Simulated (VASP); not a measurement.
**Sn: single point with PBE**

Sn:

```
CELL_PARAMETERS angstrom
-0.06491 3.21314 3.21314
3.21314 -0.06491 3.21314
3.21314 3.21314 -0.06491
ATOMIC_POSITIONS crystal
Sn 0.50000 0.50000 0.50000
Sn 0.75000 0.75000 0.75000
```

This cell differs from its parent crystal: equal xy, yz and zx shear strains of -2 %.

| Property | Result |
| --- | --- |
| Program | VASP 6.6.1 |
| Task | single point |
| Functional | PBE |
| Potentials or basis | VASP PAW PBE potentials, release 64 (Sn_d) |
| Cutoff | 520 eV |
| k mesh | 9 × 9 × 9 |
| Occupations | fermi-dirac, width 0.03 eV |
| Spin | no spin polarisation |

The pressure is 3.2 GPa. The largest force is 0.374 eV/Å and the band gap on the k mesh is zero (bands 14 and 15 overlap by 0.24 eV).

Forces on the atoms (eV/Å):
```
Sn  -0.216 -0.216 -0.216
Sn   0.216  0.216  0.216
```

Stress tensor (GPa, compression positive):
```
3.24 1.12 1.12
1.12 3.24 1.12
1.12 1.12 3.24
```

Levels at points of the mesh, in eV from the Fermi level:
```
           k point  band 10  band 11  band 12  band 13  band 14  band 15  band 16  band 17  band 18  band 19
(0.00, 0.00, 0.00)   -21.25   -10.57    -0.62     0.11     0.11     0.14     2.08     2.08     2.47     5.07
```

Wall time 48 s on 1 thread of Intel(R) Xeon(R) 6975P-C (Granite Rapids), with other jobs on the host, peak memory 0.25 GiB.

Caveat: the cell differs from its parent crystal (equal xy, yz and zx shear strains of -2 %); the cell stands under pressure; spin-orbit coupling is left out, which moves the levels of the heavy elements.
